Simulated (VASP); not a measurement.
# LiInC3: relaxation of cell and atoms with PBE

LiInC3:

```xyz
5
Lattice="1.6265 -5.1595 0.0000 1.6265 5.1595 0.0000 0.0000 0.0000 4.2894" Properties=species:S:1:pos:R:3 pbc="T T T"
Li    0.0000    0.0000    2.1447
In    1.6265    0.0000    0.0000
C     1.6265    0.0000    2.1447
C     0.8133   -2.5797    0.0000
C     0.8133    2.5797    0.0000
```

```
Program                : VASP 6.6.1
Task                   : relaxation of cell and atoms
Functional             : PBE
Potentials or basis    : VASP PAW PBE potentials, release 64 (Li_sv, In_d, C)
Cutoff                 : 600 eV
k mesh                 : 6 × 6 × 4
Occupations            : gaussian, width 0.1 eV
Spin                   : no spin polarisation
Dipole correction      : no
Further INCAR settings : ALGO = Normal; EDIFF = 1e-06; IBRION = 2; EDIFFG = -0.04; NSW = 90; ISIF = 3
```

The relaxed volume is 15.32 Å³/atom, the relaxed cell is a = 6.252 Å, b = 6.252 Å, c = 4.271 Å, α = 90.00°, β = 90.00°, γ = 152.69° and the space group after relaxing (to 0.05 Å) is Cmmm (No. 65). The energy gained by relaxing is 125.2 meV/atom. The ionic steps are 15. The pressure after relaxing is -0.2 GPa. The band gap on the k mesh is zero (band 14 reaches 3.26 eV, above the bottom of band 15 at 1.60 eV).

Stress tensor (GPa, compression positive):
```
-0.23  0.00  0.00
 0.00 -0.18  0.00
 0.00  0.00 -0.30
```

The path:
```csv
step,energy change (eV),largest force (eV/Å),pressure (GPa),volume (Å³)
1,0.0000,0.0000,-2.68,71.99
2,-0.1688,0.0000,-3.55,69.47
3,0.5469,0.0000,25.64,61.67
4,-0.3623,0.0000,0.47,67.55
5,-0.3875,0.0000,4.55,66.21
6,-0.3917,0.0000,3.31,66.58
7,-0.4314,0.0000,6.49,67.62
8,-0.4379,0.0000,5.53,67.35
9,-0.5239,0.0000,2.93,69.85
10,-0.5962,0.0000,-0.83,74.59
11,-0.5994,0.0000,-1.63,75.84
12,-0.6181,0.0000,-0.62,76.19
13,-0.6215,0.0000,0.06,76.39
14,-0.6256,0.0000,-0.18,76.55
15,-0.6258,0.0000,-0.24,76.59
```

Final structure:
```yaml
crystal:
  lattice:
    - [1.47591, -6.07541, 0.00000]
    - [1.47591, 6.07541, 0.00000]
    - [0.00000, 0.00000, 4.27055]
  atoms:
    - { symbol: Li, position: [0.00000, 0.00000, 0.50000] }
    - { symbol: In, position: [0.50000, 0.50000, 0.00000] }
    - { symbol: C, position: [0.50000, 0.50000, 0.50000] }
    - { symbol: C, position: [0.50000, 0.00000, 0.00000] }
    - { symbol: C, position: [0.00000, 0.50000, 0.00000] }
```

Levels at points of the mesh, in eV from the Fermi level:
| k point | band 12 | band 13 | band 14 | band 15 | band 16 | band 17 |
| --- | --- | --- | --- | --- | --- | --- |
| (0.00, 0.00, 0.00) | -3.50 | -1.69 | -1.43 | -1.33 | 2.58 | 5.28 |
| (0.50, 0.00, 0.00) | -1.12 | -1.01 | 0.05 | 0.07 | 0.42 | 2.18 |
| (0.50, 0.50, 0.00) | -3.74 | -2.38 | -1.33 | -0.99 | 2.56 | 3.79 |
| (0.00, 0.00, 0.50) | -4.18 | -1.21 | -0.94 | 2.63 | 3.20 | 4.06 |
| (0.50, 0.00, 0.50) | -0.59 | -0.42 | -0.40 | -0.33 | 0.59 | 0.90 |
| (0.50, 0.50, 0.50) | -3.73 | -0.94 | -0.90 | 1.32 | 2.60 | 4.46 |

Run time: 7.4 min on 1 thread of Intel(R) Xeon(R) 6975P-C (Granite Rapids), with other jobs on the host, peak memory 0.33 GiB.

Caveat: the k points lie up to 0.37 Å⁻¹ apart in the final cell; the cutoff is under 1.25 times the usual one of these potentials, so pressure, stress and relaxed cells hold a basis-set (Pulay) error; spin-orbit coupling is left out, which moves the levels of the heavy elements.
